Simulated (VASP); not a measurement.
Wanted: the native input for a VASP 6.6.1 run.

- Task: single point
- Functional: r2SCAN
- Dispersion: D4
- Potentials or basis: VASP PAW PBE potentials, release 64 (Pt, S)
- Cutoff: 520 eV
- k mesh: 9 × 9 × 6
- Occupations: fermi-dirac, width 0.05 eV
- Spin: no spin polarisation
- Dipole correction: no
- Further INCAR settings: ALGO = Normal; EDIFF = 1e-06; NBANDS = 18

Crystal: PtS2.

```
Pt S
1.0
     3.55095    0.00000    0.00000
    -1.77547    3.07521    0.00000
     0.00000    0.00000    5.20029
Pt S
1 2
Direct
  0.00000 0.00000 0.00000
  0.33333 0.66667 0.23568
  0.66667 0.33333 0.76432
```

The input as run:

POSCAR

```
PtS2
1.0
    3.5509476942      0.0000000000      0.0000000000
   -1.7754738471      3.0752109107      0.0000000000
    0.0000000000      0.0000000000      5.2002949716
Pt S
1 2
Direct
    0.0000000000      0.0000000000      0.0000000000
    0.3333333333      0.6666666667      0.2356800556
    0.6666666667      0.3333333333      0.7643199444
```

INCAR.step1

```
ALGO = Normal
EDIFF = 1E-4
ENCUT = 520
GGA = PE
ISMEAR = -1
LASPH = True
LCHARG = False
LREAL = False
LWAVE = True
NBANDS = 18
NELM = 80
PREC = Accurate
SIGMA = 0.05
```

INCAR.step2

```
ALGO = Normal
EDIFF = 1E-6
ENCUT = 520
ISIF = 2
ISMEAR = -1
ISTART = 1
IVDW = 13
LASPH = True
LCHARG = False
LMIXTAU = True
LREAL = False
LWAVE = False
METAGGA = R2SCAN
NBANDS = 18
NELM = 80
PREC = Accurate
SIGMA = 0.05
VDW_A1 = 0.51559235
VDW_A2 = 5.77342911
VDW_S6 = 1.0
VDW_S8 = 0.6018749
```

KPOINTS

```
k-points
0
Gamma
  9 9 6
```

Potentials or basis: VASP PAW PBE potentials, release 64 (Pt, S).

The run is started by

```console
$ cat potpaw_PBE.64/Pt/POTCAR potpaw_PBE.64/S/POTCAR > POTCAR
$ cp INCAR.step1 INCAR
$ mpirun -np 1 vasp_std > vasp.out
$ cp INCAR.step2 INCAR
$ mpirun -np 1 vasp_std > vasp.out
```

Results of the run:

```yaml
Pressure: -0.1 GPa
Largest_force: 0.005 eV/Å
Band_gap_on_the_k_mesh: 1.12 eV (least direct gap 1.26 eV)
Dispersion_energy_per_atom: -0.155 eV
```

Caveat: the PAW data sets were made with another functional, which shifts forces and pressure a little; spin-orbit coupling is left out, which moves the levels of the heavy elements; an odd mesh through Γ misses points on the zone boundary, where band edges can lie.

Run time: 4.9 min on 1 thread of Intel Xeon 8259CL, on a shared host, peak memory 0.22 GiB.
